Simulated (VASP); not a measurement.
Here is a VASP 6.6.1 calculation.

File POSCAR:

```
La
1.0
   -2.2082455137      2.2082455137      2.2082455137
    2.2082455137     -2.2082455137      2.2082455137
    2.2082455137      2.2082455137     -2.2082455137
La
1
Direct
    0.0000000000      0.0000000000      0.0000000000
```

INCAR.step1

```
ALGO = Normal ; EDIFF = 1E-4
ENCUT = 520 ; GGA = PE
ISMEAR = -1 ; LASPH = T
LCHARG = F ; LREAL = F
LWAVE = T ; NBANDS = 12
NELM = 100 ; PREC = Accurate
SIGMA = 0.1
```

The input INCAR.step2:

```
ALGO = Normal ; EDIFF = 1E-6
ENCUT = 520 ; ISIF = 2
ISMEAR = -1 ; ISTART = 1
LASPH = T ; LCHARG = T
LELF = T ; LMIXTAU = T
LREAL = F ; LVHAR = T
LWAVE = F ; METAGGA = R2SCAN
NBANDS = 12 ; NELM = 100
PREC = Accurate ; SIGMA = 0.1
```

KPOINTS

```
k-points
0
Gamma
  12 12 12
```

Potentials or basis: VASP PAW PBE potentials, release 64 (La).

Run with:

```console
$ cat potpaw_PBE.64/La/POTCAR > POTCAR
$ cp INCAR.step1 INCAR
$ mpirun -np 1 vasp_std > vasp.out
$ cp INCAR.step2 INCAR
$ mpirun -np 1 vasp_std > vasp.out
```

Question: Predict the band gap on the k mesh.

Answer: Zero (an odd number of electrons rules out a gap without spin polarisation).

Question: Predict the pressure.

Answer: -2.5 GPa.

Caveat: the PAW data sets were made with another functional, which shifts forces and pressure a little; spin-orbit coupling is left out, which moves the levels of the heavy elements.
